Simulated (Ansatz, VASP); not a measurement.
# One calculation of SiCl3, two programs

```xyz
8
Lattice="3.2648 5.6548 0.0000 -3.2648 5.6548 0.0000 0.0000 -3.7698 6.9706" Properties=species:S:1:pos:R:3 pbc="T T T"
Si    0.0000    0.0000    4.3834
Si    0.0000    7.5397    2.5872
Cl    1.3480    1.6928    1.7895
Cl    1.1247    5.9757    1.7895
Cl   -2.4727    3.6409    1.7895
Cl   -1.3480    5.8468    5.1811
Cl   -1.1247    1.5639    5.1811
Cl    2.4727    3.8988    5.1811
```

Alike in both runs: functional PBE; k mesh 4 × 4 × 4; no spin polarisation.

Ansatz relaxed the structure, and its values are those at the end. VASP's run is a single point on that final structure, the one shown.

|  | VASP | Ansatz |
| --- | --- | --- |
| version | VASP 6.6.1 | Ansatz 0.2.0 |
| potentials or method | VASP PAW PBE potentials, release 64 (Si, Cl), cutoff 520 eV | PAW plane waves |
| occupations | methfessel-paxton of order 1, width 0.0271 eV | cold, width 0.0271 eV |
| valence electrons in the cell | 50 | 50 |

|  | VASP | Ansatz | Ansatz less VASP |
| --- | --- | --- | --- |
| gap on the k mesh at the Fermi level (eV) | none | none | - |
| pressure (GPa) | -0.2 | 0.0 | +0.16 |
| rms of the force components (eV/Å) | 0.024 | 0.003 | -0.0208 |

A gap of «none» marks a metal or a gap that the smearing closes. Ansatz's warnings: smearing energy in gap.
